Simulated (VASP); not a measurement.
# Sb (Fm-3m) in VASP: further runs, part 2 of 2

VASP 6.6.1. Earlier steps stand in the parts before.

## 3. Single point, PBE (strained)

INCAR reads:

```
SYSTEM = Sb
PREC = Accurate
ENCUT = 520
EDIFF = 1E-6
ISMEAR = 0
SIGMA = 0.1
LREAL = .False.
LASPH = .True.
NELM = 100
ALGO = Normal
ISIF = 2
LWAVE = .False.
LCHARG = .False.
GGA = PE
NBANDS = 8
```

KPOINTS reads:

```
regular mesh
0
Gamma
  16 16 16
  0 0 0
```

POSCAR reads:

```
Sb
1.0
    0.0000000000      2.3487157176      2.3487157176
    2.3487157176      0.0000000000      2.3487157176
    2.3487157176      2.3487157176      0.0000000000
Sb
1
Direct
    0.0000000000      0.0000000000      0.0000000000
```

Potentials or basis: VASP PAW PBE potentials, release 64 (Sb).

The run is started by

```console
> cat potpaw_PBE.64/Sb/POTCAR > POTCAR
> mpirun -np 1 vasp_std > vasp.out
```

OUTCAR:

```text
SYSTEM = Sb
   PREC = Accurate
   ENCUT = 520
   EDIFF = 1E-6
   ISMEAR = 0
   LREAL = .False.
   LASPH = .True.
   NELM = 100
   ISIF = 2
   GGA = PE

 ion  position               nearest neighbor table
   1  0.000  0.000  0.000-

  LATTYP: Found a face centered cubic cell.
 ALAT       =     4.6974314352

  Lattice vectors:

 A1 = (   0.0000000000,   2.3487157176,   2.3487157176)
 A2 = (   2.3487157176,   0.0000000000,   2.3487157176)
 A3 = (   2.3487157176,   2.3487157176,   0.0000000000)

Analysis of symmetry for initial positions (statically):
=====================================================================
 Subroutine PRICEL returns:
 Original cell was already a primitive cell.

 Routine SETGRP: Setting up the symmetry group for a
 face centered cubic supercell.

 Subroutine GETGRP returns: Found 48 space group operations
 (whereof 48 operations were pure point group operations)
 out of a pool of 48 trial point group operations.

The static configuration has the point symmetry O_h .

Analysis of symmetry for dynamics (positions and initial velocities):
=====================================================================
 Subroutine PRICEL returns:
[... 154 lines left out ...]
  energy without entropy =       -3.79892120  energy(sigma->0) =       -3.80117667

 E-fermi :   9.0159     XC(G=0): -10.4029

 val. band max:        9.0058073772   @ k =  -0.1875   0.1250   0.0000
 cond. band min:       9.0163673603   @ k =   0.5000   0.2500   0.0625
 fundamental gap:      0.0105599831
 Fermi energy:         9.0159077983

 k-point     1 :       0.0000    0.0000    0.0000
  band No.  band energies     occupation
      1      -4.1981      2.00000
      2      14.6421      0.00000
      3      14.6421      0.00000
      4      14.6421      0.00000
      5      19.1144      0.00000
      6      19.1144      0.00000
      7      19.1144      0.00000
      8      19.2723      0.00000
[... 243 lines left out ...]
 k-point    24 :      -0.0625    0.0625    0.0000
  band No.  band energies     occupation
      1      -3.9843      2.00000
      2      13.1135      0.00000
      3      13.6685      0.00000
      4      14.6724      0.00000
      5      18.0941      0.00000
      6      19.2603      0.00000
      7      19.7991      0.00000
      8      21.6596      0.00000

 [... further k-points ...]
[... 5 lines left out ...]
  --------------------------------------------------------------------------------------
  -------------------------------------------------------------------------------------
  Total        0.6101823      0.6101823      0.6101823      0.0000000     -0.0000000      0.0000000
  in kB       37.7266986     37.7266986     37.7266986      0.0000000     -0.0000000      0.0000000
  external PRESSURE =      37.7266986 kB  Pullay stress =       0.0000000 kB

 VOLUME and BASIS-vectors are now :
 -----------------------------------------------------------------------------
  energy-cutoff  :      520.00
  volume of cell :       25.91
      direct lattice vectors                 reciprocal lattice vectors
     0.000000000  2.348715718  2.348715718    -0.212882298  0.212882298  0.212882298
     2.348715718  0.000000000  2.348715718     0.212882298 -0.212882298  0.212882298
     2.348715718  2.348715718  0.000000000     0.212882298  0.212882298 -0.212882298

 POSITION                                       TOTAL-FORCE (eV/Angst)
 -----------------------------------------------------------------------------------
      0.00000      0.00000      0.00000         0.000000      0.000000     -0.000000
 -----------------------------------------------------------------------------------
    total drift:                                0.000000      0.000000      0.000000

  FREE ENERGIE OF THE ION-ELECTRON SYSTEM (eV)
  ---------------------------------------------------
  free  energy   TOTEN  =        -3.8034321372 eV

  energy  without entropy=       -3.7989212011  energy(sigma->0) =       -3.80117667
```

OSZICAR:

```text
N       E                     dE             d eps       ncg     rms          rms(c)
DAV:   1     0.477453087511E+01    0.47745E+01   -0.16656E+03  2320   0.410E+02
DAV:   2    -0.371664489090E+01   -0.84912E+01   -0.82059E+01  3232   0.517E+01
DAV:   3    -0.380812088476E+01   -0.91476E-01   -0.91196E-01  2928   0.605E+00
DAV:   4    -0.380835915819E+01   -0.23827E-03   -0.23827E-03  3616   0.369E-01
DAV:   5    -0.380835957969E+01   -0.42150E-06   -0.42187E-06  2952   0.101E-02    0.182E+00
DAV:   6    -0.380519514747E+01    0.31644E-02   -0.15834E-03  2896   0.213E-01    0.104E+00
DAV:   7    -0.380342538309E+01    0.17698E-02   -0.34162E-03  2640   0.313E-01    0.514E-02
DAV:   8    -0.380343194687E+01   -0.65638E-05   -0.42407E-05  3440   0.516E-02    0.610E-03
DAV:   9    -0.380343213718E+01   -0.19031E-06   -0.60559E-07  3104   0.613E-03
   1 F= -.38034321E+01 E0= -.38011767E+01  d E =-.451094E-02
```

stdout:

```text
POSCAR found type information on POSCAR Sb
 POSCAR found :  1 types and       1 ions
 scaLAPACK will be used
 LDA part: xc-table for (Slater+PW92), standard interpolation
 POSCAR, INCAR and KPOINTS ok, starting setup
 FFT: planning ... GRIDC
 FFT: planning ... GRID_SOFT
 FFT: planning ... GRID
 WAVECAR not read
 entering main loop
```

It took 13 s on 1 thread of Intel Xeon 6975P-C (Granite Rapids), shared host; peak memory 0.17 GiB.

What came out:

```yaml
Free_energy: -3.8034 eV
Pressure: 3.8 GPa
```

Levels at points of the mesh, in eV from the Fermi level:
```tsv
k point	band 1	band 2	band 3	band 4	band 5
(0.00, 0.00, 0.00)	-13.21	5.63	5.63	5.63	10.10
(0.50, 0.00, 0.00)	-9.24	-6.05	3.84	3.84	8.44
(0.50, 0.50, 0.00)	-7.51	-5.11	0.40	0.40	4.20
```

Caveat: the cell differs from its parent crystal (strained); spin-orbit coupling is left out, which moves the levels of the heavy elements.

## 4. Single point, PBE (strained)

INCAR reads:

```
SYSTEM = Sb
PREC     = Accurate       ! precision mode
ENCUT    = 520            ! plane-wave cutoff, eV
EDIFF    = 1E-6           ! SCF threshold, eV
ISMEAR   = 0              ! smearing method
SIGMA    = 0.1            ! smearing width, eV
LREAL    = .False.        ! projectors in reciprocal space
LASPH    = .True.         ! aspherical terms in the spheres
NELM     = 80             ! most SCF steps
ALGO     = Normal         ! electronic algorithm
ISIF     = 2              ! what is computed and relaxed
LWAVE    = .False.        ! write WAVECAR
LCHARG   = .False.        ! write CHGCAR
GGA      = PE             ! functional
NBANDS   = 8              ! bands
```

KPOINTS is that of step 3.

POSCAR reads:

```
Sb
1.0
    0.0000000000      2.4382538353      2.4382538353
    2.4382538353      0.0000000000      2.4382538353
    2.4382538353      2.4382538353      0.0000000000
Sb
1
Direct
    0.0000000000      0.0000000000      0.0000000000
```

The run is started by

```console
> cat potpaw_PBE.64/Sb/POTCAR > POTCAR
> mpirun -np 1 vasp_std > vasp.out
```

It took 12 s on 1 thread of Intel Xeon 6975P-C (Granite Rapids), shared host; peak memory 0.17 GiB.

The run converged. Its results:

```yaml
Free_energy: -3.8057 eV
Pressure: -2.8 GPa
```

Levels at points of the mesh, in eV from the Fermi level:
```csv
k point,band 1,band 2,band 3,band 4,band 5,band 6,band 7
"(0.00, 0.00, 0.00)",-12.35,4.81,4.81,4.81,9.74,9.74,9.74
"(0.50, 0.00, 0.00)",-9.00,-5.34,3.30,3.30,7.74,8.93,8.93
"(0.50, 0.50, 0.00)",-7.58,-4.52,0.38,0.38,4.11,4.66,17.09
```

Caveat: the cell differs from its parent crystal (strained); spin-orbit coupling is left out, which moves the levels of the heavy elements.

## 5. Single point, PBE (strained)

INCAR reads:

```
PREC = Accurate ; ENCUT = 520
EDIFF = 1E-6 ; ISMEAR = 0
SIGMA = 0.1 ; LREAL = False
LASPH = True ; NELM = 60
ALGO = Normal ; ISIF = 2
LWAVE = False ; LCHARG = False
GGA = PE ; NBANDS = 8
```

KPOINTS reads:

```
Automatic mesh
0
Gamma
  16 16 16
```

POSCAR reads:

```
Sb
1.0
    0.0000000000      2.4653097124      2.4653097124
    2.4653097124      0.0000000000      2.4653097124
    2.4653097124      2.4653097124      0.0000000000
Sb
1
Direct
    0.0000000000      0.0000000000      0.0000000000
```

The run is started by

```console
> cat potpaw_PBE.64/Sb/POTCAR > POTCAR
> mpirun -np 1 vasp_std > vasp.out
```

It took 12 s on 1 thread of Intel Xeon 6975P-C (Granite Rapids), shared host; peak memory 0.17 GiB.

It converged, with:

```
Free energy : -3.7842 eV
Pressure    : -4.2 GPa
```

Levels at points of the mesh, in eV from the Fermi level:
```csv
k point,band 1,band 2,band 3,band 4,band 5,band 6,band 7
"(0.00, 0.00, 0.00)",-12.13,4.58,4.58,4.58,9.63,9.63,9.63
"(0.50, 0.00, 0.00)",-8.95,-5.15,3.15,3.15,7.55,8.85,8.85
"(0.50, 0.50, 0.00)",-7.61,-4.36,0.36,0.36,4.09,4.67,16.88
```

Caveat: the cell differs from its parent crystal (strained); spin-orbit coupling is left out, which moves the levels of the heavy elements.

## 6. Overview

```csv
cell,gap on the mesh (eV),pressure (GPa)
"a = 3.240 Å, angles 60.0°, 1 atom",none,10.4
"a = 3.322 Å, angles 60.0°, 1 atom",none,3.8
"a = 3.448 Å, angles 60.0°, 1 atom",none,-2.8
"a = 3.486 Å, angles 60.0°, 1 atom",none,-4.2
```

Alike in all rows: task single point; level PBE; potentials or basis VASP PAW PBE potentials, release 64 (Sb); no spin polarisation; k mesh 16 × 16 × 16; cutoff (eV) 520; smearing gaussian 0.1 eV.

Caveats: spin-orbit coupling is left out, which moves the levels of the heavy elements.

Absolute energies hang on the potentials; compare differences alone.
